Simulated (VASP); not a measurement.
# ZnS (P1) in VASP: further runs

The runs below take ZnS through single point, with LDA.

Program: VASP 6.6.1. These are calculated values, not measurements. Logs are shortened: lines on timing, memory, paths and dates and some standing lists are left out, and cuts for length are marked.

**1. The cell of the first run**

The typed cell holds 8 atoms: a = 3.742 Å, b = 3.742 Å, c = 12.259 Å, α = 90.00°, β = 90.00°, γ = 120.00°.

**2. Single point, LDA (atom 6 moved 0.15 Å)**

INCAR reads:

```
PREC = Accurate
ENCUT = 520
EDIFF = 1E-7
ISMEAR = 0
SIGMA = 0.05
LREAL = False
LASPH = True
NELM = 60
ALGO = Normal
ISIF = 2
LWAVE = False
LCHARG = True
GGA = CA
LELF = True
LVHAR = True
NBANDS = 46
```

KPOINTS reads:

```
Automatic mesh
0
Gamma
  6 6 2
```

POSCAR reads:

```
ZnS
1.0
    3.7418546051      0.0000000000      0.0000000000
   -1.8709273026      3.2405411453      0.0000000000
    0.0000000000      0.0000000000     12.2586683531
Zn S
4 4
Direct
   -0.0018364492     -0.0040806724     -0.0008921912
   -0.0018364492     -0.0040806724      0.4991078088
    0.3314968842      0.6625859942      0.2489782326
    0.6648302175      0.3292526609      0.7489782326
   -0.0018364492     -0.0040806724      0.1861066439
    0.0128551441      0.0285647070      0.6947672360
    0.3314968842      0.6625859942      0.4364770187
    0.6648302175      0.3292526609      0.9364770187
```

Potentials or basis: VASP PAW LDA potentials, release 64 (Zn, S).

The run is started by

```bash
$ cat potpaw_LDA.64/Zn/POTCAR potpaw_LDA.64/S/POTCAR > POTCAR
$ mpirun -np 1 vasp_std > vasp.out
```

OUTCAR:

```text
PREC = Accurate
   ENCUT = 520
   EDIFF = 1E-7
   ISMEAR = 0
   LREAL = False
   LASPH = True
   NELM = 60
   ISIF = 2
   GGA = CA

 ion  position               nearest neighbor table
   1  0.998  0.996  0.999-   5 2.29   8 2.29   8 2.29   8 2.29
   2  0.998  0.996  0.499-   7 2.29   7 2.29   7 2.29   6 2.40
   3  0.331  0.663  0.249-   5 2.29   5 2.29   5 2.29   7 2.30
   4  0.665  0.329  0.749-   6 2.21   6 2.22   8 2.30   6 2.36
   5  0.998  0.996  0.186-   1 2.29   3 2.29   3 2.29   3 2.29
   6  0.013  0.029  0.695-   4 2.21   4 2.22   4 2.36   2 2.40
   7  0.331  0.663  0.436-   2 2.29   2 2.29   2 2.29   3 2.30
   8  0.665  0.329  0.936-   1 2.29   1 2.29   1 2.29   4 2.30

  LATTYP: Found a hexagonal cell.
 ALAT       =     3.7418546051
 C/A-ratio  =     3.2760942492

  Lattice vectors:

 A1 = (   3.7418546051,   0.0000000000,   0.0000000000)
 A2 = (  -1.8709273026,   3.2405411453,   0.0000000000)
 A3 = (   0.0000000000,   0.0000000000,  12.2586683531)

Analysis of symmetry for initial positions (statically):
=====================================================================
 Subroutine PRICEL returns:
 Original cell was already a primitive cell.

 Routine SETGRP: Setting up the symmetry group for a
 hexagonal supercell.

 Subroutine GETGRP returns: Found  1 space group operations
 (whereof  1 operations were pure point group operations)
 out of a pool of 24 trial point group operations.

The static configuration has the point symmetry C_1 .

Analysis of symmetry for dynamics (positions and initial velocities):
=====================================================================
 Subroutine PRICEL returns:
 Original cell was already a primitive cell.

 Routine SETGRP: Setting up the symmetry group for a
 hexagonal supercell.

 Subroutine GETGRP returns: Found  1 space group operations
 (whereof  1 operations were pure point group operations)
 out of a pool of 24 trial point group operations.

The dynamic configuration has the point symmetry C_1 .

 Subroutine INISYM returns: Found  1 space group operations
 (whereof  1 operations are pure point group operations),
 and found     1 'primitive' translations

----------------------------------------------------------------------------------------

                                     Primitive cell

  volume of cell :     148.6441

  direct lattice vectors                    reciprocal lattice vectors
     3.741854605  0.000000000  0.000000000     0.267247156  0.154295217  0.000000000
    -1.870927303  3.240541145  0.000000000     0.000000000  0.308590434  0.000000000
     0.000000000  0.000000000 12.258668353     0.000000000  0.000000000  0.081574929

  length of vectors
     3.741854605  3.741854605 12.258668353     0.308590434  0.308590434  0.081574929

  position of ions in fractional coordinates (direct lattice)
     0.998163551  0.995919328  0.999107809
     0.998163551  0.995919328  0.499107809
     0.331496884  0.662585994  0.248978233
     0.664830217  0.329252661  0.748978233
     0.998163551  0.995919328  0.186106644
     0.012855144  0.028564707  0.694767236
     0.331496884  0.662585994  0.436477019
     0.664830217  0.329252661  0.936477019

  ion indices of the primitive-cell ions
   primitive index   ion index
                 1           1
                 2           2
                 3           3
                 4           4
                 5           5
                 6           6
                 7           7
                 8           8

----------------------------------------------------------------------------------------

 KPOINTS: Automatic mesh

Automatic generation of k-mesh.
 Grid dimensions read from file:
 generate k-points for:    6    6    2

 Generating k-lattice:

  Cartesian coordinates                     Fractional coordinates (reciprocal lattice)
     0.044541193  0.025715870  0.000000000     0.166666667  0.000000000  0.000000000
     0.000000000  0.051431739  0.000000000     0.000000000  0.166666667  0.000000000
     0.000000000  0.000000000  0.040787464     0.000000000  0.000000000  0.500000000

  Length of vectors
     0.051431739  0.051431739  0.040787464

  Shift w.r.t. Gamma in fractional coordinates (k-lattice)
     0.000000000  0.000000000  0.000000000

 Subroutine IBZKPT returns following result:
 ===========================================

 Found     40 irreducible k-points:

 Following reciprocal coordinates:
            Coordinates               Weight
  0.000000  0.000000  0.000000      1.000000
  0.166667  0.000000  0.000000      2.000000
  0.000000  0.166667  0.000000      2.000000
 -0.166667  0.166667  0.000000      2.000000
  0.333333  0.000000  0.000000      2.000000
  0.000000  0.333333  0.000000      2.000000
[... 16 lines left out ...]
  0.000000  0.166667  0.500000      2.000000
 -0.166667  0.166667  0.500000      2.000000
 [... further k-points ...]
   k-points           NKPTS =     40   k-points in BZ     NKDIM =     40   number of bands    NBANDS=     46
   number of dos      NEDOS =    301   number of ions     NIONS =      8
   total plane-waves  NPLWV =  75264
   dimension x,y,z NGX =    28 NGY =   28 NGZ =   96
   dimension x,y,z NGXF=    56 NGYF=   56 NGZF=  192
   ions per type =               4   4
   NGX,Y,Z   is equivalent  to a cutoff of  12.44, 12.44, 13.02 a.u.
   NGXF,Y,Z  is equivalent  to a cutoff of  24.88, 24.88, 26.04 a.u.
 SYSTEM =  unknown system
   PREC   = accura    normal or accurate (medium, high low for compatibility)
   ISTART =      0    job   : 0-new  1-cont  2-samecut
   ICHARG =      2    charge: 1-file 2-atom 10-const
   ISPIN  =      1    spin polarized calculation?
   LNONCOLLINEAR =      F non collinear calculations
   LSORBIT =      F    spin-orbit coupling
   LASPH  =      T    aspherical Exc in radial PAW
   ENCUT  =  520.0 eV  38.22 Ry    6.18 a.u.   6.96  6.96 22.79*2*pi/ulx,y,z
   NELM   =     60;   NELMIN=  2; NELMDL= -5     # of ELM steps
   EDIFF  = 0.1E-06   stopping-criterion for ELM
   LREAL  =      F    real-space projection
   EDIFFG = 0.1E-05   stopping-criterion for IOM
   NSW    =      0    number of steps for IOM
   IBRION =     -1    ionic relax: 0-MD 1-quasi-New 2-CG
   NFREE  =      0    steps in history (QN), initial steepest desc. (CG)
   ISIF   =      2    stress and relaxation
   ISYM   =      2    0-nonsym 1-usesym 2-fastsym
   POTIM  = 0.5000    time-step for ionic-motion
   TEBEG  =    0.0;   TEEND  =   0.0 temperature during run
   PSTRESS=    0.0 pullay stress
   NELECT =      72.0000    total number of electrons
   NUPDOWN=      -1.0000    fix difference up-down
   EMIN   =  10.00;   EMAX   =-10.00  energy-range for DOS
   EFERMI =   0.00;   METHOD = LEGACY
   ISMEAR =     0;   SIGMA  =   0.05  broadening in eV -4-tet -1-fermi 0-gaus
   EFERMI_NEDOS =   21; number of points for ismear=-14 and -15
   IALGO  =     38    algorithm
   IMIX   =      4    mixing-type and parameters
     AMIX     =   0.40;   BMIX     =  1.00
     AMIX_MAG =   1.60;   BMIX_MAG =  1.00
  volume/ion in A,a.u.               =      18.58       125.39
  Fermi-wavevector in a.u.,A,eV,Ry     =   1.285690  2.429603 22.490429  1.653000
  Thomas-Fermi vector in A             =   2.417810
   LORBIT       =      0    0 simple, 1 ext, 2 COOP (PROOUT), +10 PAW based schemes
   GGA     = CA    functional components
   LHFCALC =     F    Hartree Fock is set to
   AEXX    =    0.0000 exact exchange contribution
   IVDW    =     0    specifies the selected vdW correction
   LEPSILON=     F    determine dielectric tensor
   LRPA    =     F    only Hartree local field effects (RPA)
 non-spin polarized calculation
 Gauss-broadening in eV      SIGMA  =   0.05
  energy-cutoff  :      520.00
  volume of cell :      148.64
 maximum number of plane-waves:      4022
   NGX = 13   NGY = 13   NGZ = 45

 number of electron      72.0000000 magnetization

 Free energy of the ion-electron system (eV)
  ---------------------------------------------------
  ext. energy  EPLUGINS =         0.00000000
  ---------------------------------------------------
  free energy    TOTEN  =       -32.70734903 eV

  energy without entropy =      -32.70734903  energy(sigma->0) =      -32.70734903

 E-fermi :   2.7847     XC(G=0): -10.3114

 val. band max:        2.5420363677   @ k =   0.0000   0.0000   0.0000
 cond. band min:       4.7048806915   @ k =   0.0000   0.0000   0.0000
 fundamental gap:      2.1628443237
 Fermi energy:         2.7846512610

 k-point     1 :       0.0000    0.0000    0.0000
  band No.  band energies     occupation
      1     -11.0511      2.00000
      2     -10.6226      2.00000
      3     -10.5258      2.00000
      4      -9.9648      2.00000
      5      -4.3576      2.00000
      6      -4.2811      2.00000
[... 38 lines left out ...]
     45       9.0563      0.00000
     46       9.1329      0.00000

 k-point     2 :       0.1667    0.0000    0.0000
  band No.  band energies     occupation
      1     -10.8442      2.00000
      2     -10.4459      2.00000
      3     -10.3574      2.00000
      4      -9.8485      2.00000
      5      -4.3645      2.00000
      6      -4.2771      2.00000
[... 38 lines left out ...]
     45       9.1553      0.00000
     46       9.2720      0.00000

 k-point     3 :       0.0000    0.1667    0.0000
  band No.  band energies     occupation
      1     -10.8469      2.00000
      2     -10.4518      2.00000
      3     -10.3568      2.00000
      4      -9.8490      2.00000
      5      -4.3162      2.00000
      6      -4.3103      2.00000
[... 38 lines left out ...]
     45       9.1625      0.00000
     46       9.1723      0.00000

 k-point     4 :      -0.1667    0.1667    0.0000
  band No.  band energies     occupation
      1     -10.8440      2.00000
      2     -10.4456      2.00000
      3     -10.3574      2.00000
      4      -9.8485      2.00000
      5      -4.3656      2.00000
      6      -4.2774      2.00000
[... 920 lines left out ...]
     45       9.3743      0.00000
     46       9.4103      0.00000

 k-point    23 :       0.0000    0.1667    0.5000
  band No.  band energies     occupation
      1     -10.7490      2.00000
      2     -10.6989      2.00000
      3     -10.1126      2.00000
      4      -9.9447      2.00000
      5      -4.3158      2.00000
      6      -4.3098      2.00000
[... 38 lines left out ...]
     45       9.3663      0.00000
     46       9.5035      0.00000

 k-point    24 :      -0.1667    0.1667    0.5000
  band No.  band energies     occupation
      1     -10.7467      2.00000
      2     -10.6950      2.00000
      3     -10.1092      2.00000
      4      -9.9453      2.00000
      5      -4.3666      2.00000
      6      -4.2826      2.00000
[... 38 lines left out ...]
     45       9.3724      0.00000
     46       9.4112      0.00000

 [... further k-points ...]

------------------------ aborting loop because EDIFF is reached ----------------------------------------

  FORCE on cell =-STRESS in cart. coord.  units (eV):
  Direction    XX          YY          ZZ          XY          YZ          ZX
  --------------------------------------------------------------------------------------
  -------------------------------------------------------------------------------------
  Total        1.6426852      0.1521514     -0.2996758     -0.0559409      0.3300739     -0.0380971
  in kB       17.7058664      1.6399806     -3.2300896     -0.6029653      3.5577382     -0.4106341
  external PRESSURE =       5.3719191 kB  Pullay stress =       0.0000000 kB

 VOLUME and BASIS-vectors are now :
 -----------------------------------------------------------------------------
  energy-cutoff  :      520.00
  volume of cell :      148.64
      direct lattice vectors                 reciprocal lattice vectors
     3.741854605  0.000000000  0.000000000     0.267247156  0.154295217  0.000000000
    -1.870927303  3.240541145  0.000000000     0.000000000  0.308590434  0.000000000
     0.000000000  0.000000000 12.258668353     0.000000000  0.000000000  0.081574929

 POSITION                                       TOTAL-FORCE (eV/Angst)
 -----------------------------------------------------------------------------------
      1.87169      3.22732     12.24773        -0.000149      0.003503     -0.050893
      1.87169      3.22732      6.11840        -0.002495      0.037927      0.436399
      0.00076      2.14714      3.05214        -0.000229      0.005796     -0.073877
      1.87169      1.06696      9.18148        -0.067882      0.717637      0.340591
      1.87169      3.22732      2.28142        -0.000140      0.002103      0.074178
     -0.00534      0.09257      8.51692         0.075182     -0.833950     -1.101992
      0.00076      2.14714      5.35063        -0.002019      0.036966      0.173413
      1.87169      1.06696     11.47996        -0.002268      0.030019      0.202181
 -----------------------------------------------------------------------------------
    total drift:                               -0.000040      0.001316     -0.002519

  FREE ENERGIE OF THE ION-ELECTRON SYSTEM (eV)
  ---------------------------------------------------
  free  energy   TOTEN  =       -32.7073490274 eV

  energy  without entropy=      -32.7073490274  energy(sigma->0) =      -32.70734903
```

It took 5.2 min on 1 thread of Intel Xeon Platinum 8488C (Sapphire Rapids), shared host; peak memory 0.34 GiB.

What came out:

| Item | Value |
| --- | --- |
| Free energy | -32.7073 eV |
| Pressure | 0.5 GPa |
| Largest force | 1.384 eV/Å |
| Band gap on the k mesh | 2.16 eV |

Forces in eV/Å, atoms in the order of the input:
```
Zn   0.000  0.004 -0.051
Zn  -0.002  0.038  0.436
Zn   0.000  0.006 -0.074
Zn  -0.068  0.718  0.341
S    0.000  0.002  0.074
S    0.075 -0.834 -1.102
S   -0.002  0.037  0.173
S   -0.002  0.030  0.202
```

Levels at points of the mesh, in eV from the valence-band top:
| k point | band 32 | band 33 | band 34 | band 35 | band 36 | band 37 | band 38 | band 39 | band 40 | band 41 |
| --- | --- | --- | --- | --- | --- | --- | --- | --- | --- | --- |
| (0.00, 0.00, 0.00) | -0.50 | -0.46 | -0.04 | -0.02 | 0.00 | 2.16 | 3.05 | 3.33 | 3.61 | 6.08 |
| (0.50, 0.00, 0.00) | -1.90 | -1.78 | -1.70 | -1.24 | -1.02 | 3.03 | 3.13 | 3.57 | 4.15 | 4.68 |
| (0.00, 0.50, 0.00) | -1.91 | -1.77 | -1.72 | -1.18 | -1.02 | 3.02 | 3.08 | 3.51 | 4.14 | 4.66 |
| (0.50, 0.50, 0.00) | -1.90 | -1.78 | -1.70 | -1.25 | -1.02 | 3.03 | 3.13 | 3.57 | 4.15 | 4.68 |
| (0.00, 0.00, 0.50) | -0.74 | -0.30 | -0.21 | -0.11 | -0.10 | 2.96 | 3.07 | 3.15 | 3.31 | 5.87 |
| (0.50, 0.00, 0.50) | -2.29 | -1.70 | -1.65 | -1.35 | -1.19 | 3.37 | 3.45 | 3.84 | 3.96 | 4.39 |
| (0.00, 0.50, 0.50) | -2.30 | -1.77 | -1.50 | -1.39 | -1.19 | 3.30 | 3.40 | 3.84 | 3.91 | 4.49 |
| (0.50, 0.50, 0.50) | -2.29 | -1.70 | -1.65 | -1.35 | -1.19 | 3.37 | 3.46 | 3.84 | 3.97 | 4.38 |

Caveat: the cell differs from its parent crystal (atom 6 moved 0.15 Å); forces of over 1 eV/Å act on the atoms, so gaps and moduli don't describe the material at rest.

[end of part 1 of 2]
